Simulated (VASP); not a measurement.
A run of VASP 6.6.1 is set up as follows.

Contents of INCAR:

```
ALGO = Normal
EDIFF = 1E-6
ENCUT = 520
GGA = PE
ISIF = 2
ISMEAR = -1
IVDW = 12
LASPH = True
LCHARG = False
LREAL = Auto
LWAVE = False
NBANDS = 64
NELM = 60
PREC = Accurate
SIGMA = 0.02
```

The input KPOINTS:

```
k-points
0
Gamma
  1 1 1
```

POSCAR

```
H6C2O
1.0
    7.3483620000      0.0000000000      0.0000000000
    0.0000000000      7.3483620000      0.0000000000
    0.0000000000      0.0000000000      7.3483620000
O C H
4 8 24
Direct
    0.8963853277      0.2681598887      0.7643906149
    0.5879695774      0.4797196244      0.2976216541
    0.9202400992      0.8069636292     -0.0647925493
    0.8493505226      0.0454509386      0.2621869108
    0.9567623458      0.1756583284      0.6413767473
    0.6035440169      0.3669874997      0.4173267392
    0.7902427041      0.7266458704     -0.0012168716
    0.9775484637      0.0532645877      0.1561802054
    0.4334891710      0.7728737969      0.6515611772
    0.5002263920      0.1396549038      0.9423598694
    0.2182608915      0.4926791307      0.0611139318
   -0.0200856102      0.6559066420      0.4813319708
    1.0047908026      0.2377150396      0.5108670612
    0.9699933636      0.0249843544      0.6507076228
    0.6079788544      0.2187151956      0.3864465648
    0.6209054441      0.4065708829      0.5631672708
    0.7348898643      0.6023559745     -0.0673202560
    0.7221442949      0.7742187894      0.1254069066
    0.9722902696      0.1385664335      0.0321041183
    1.1087313997     -0.0184375241      0.1858667828
    0.5583867054      0.8528702619      0.6381831325
    0.4017292733      0.7094054931      0.5206079165
    0.3213710143      0.8609801786      0.6945746577
    0.4512911103      0.6670997113      0.7551107034
    0.4002064414      0.0578553568      1.0174508771
    0.5556934488      0.2461000303      1.0309377683
    0.4327240579      0.2019915555      0.8245065243
    0.6113419733      0.0525948717      0.8959593383
    0.2209814258      0.3896496094      0.1688445386
    0.1095786745      0.4622080380     -0.0360371131
    0.3500612708      0.4906558093     -0.0076874900
    0.1962641381      0.6270342671      0.1212947672
    0.0733825883      0.7701191199      0.4613114346
    0.0227473151      0.5440953102      0.3928589357
   -0.1577653613      0.6988633820      0.4447559229
   -0.0154972711      0.6140497190      0.6242947146
```

Potentials or basis: VASP PAW PBE potentials, release 64 (O, C, H).

Command:

```sh
$ cat potpaw_PBE.64/O/POTCAR potpaw_PBE.64/C/POTCAR potpaw_PBE.64/H/POTCAR > POTCAR
$ mpirun -np 1 vasp_gam > vasp.out
```

Question: Estimate the band gap on the k mesh.

Answer: 2.86 eV.

Question: What does it give for the pressure?

Answer: 0.3 GPa.

Forces on the atoms (eV/Å):
```
O   -0.209  0.187  0.252
O   -0.054  0.259 -0.279
O    0.278  0.200 -0.115
O   -0.194 -0.048  0.181
C    0.451 -0.274 -0.556
C    0.160 -0.304  0.363
C   -0.375 -0.209  0.128
C    0.199  0.024 -0.183
C   -0.012  0.009 -0.002
C   -0.041  0.009  0.051
C    0.022  0.008  0.005
C    0.027  0.030  0.016
H   -0.057 -0.042  0.210
H   -0.083  0.094  0.108
H   -0.050  0.019 -0.001
H   -0.091  0.029 -0.089
H    0.047  0.029  0.025
H    0.028 -0.019 -0.001
H    0.018 -0.047  0.019
H   -0.070  0.072 -0.037
H    0.018  0.005  0.017
H   -0.010 -0.005 -0.013
H   -0.008  0.024 -0.022
H    0.026 -0.008 -0.006
H    0.045  0.027 -0.018
H   -0.047 -0.055 -0.032
H    0.038 -0.003  0.016
H   -0.007 -0.003 -0.014
H   -0.009  0.005  0.017
H    0.014  0.014 -0.006
H   -0.005  0.011 -0.015
H   -0.007 -0.005  0.010
H    0.006  0.017 -0.004
H   -0.027 -0.015 -0.005
H   -0.012 -0.022  0.004
H   -0.005 -0.014 -0.022
```

Caveat: the k points lie up to 0.86 Å⁻¹ apart.
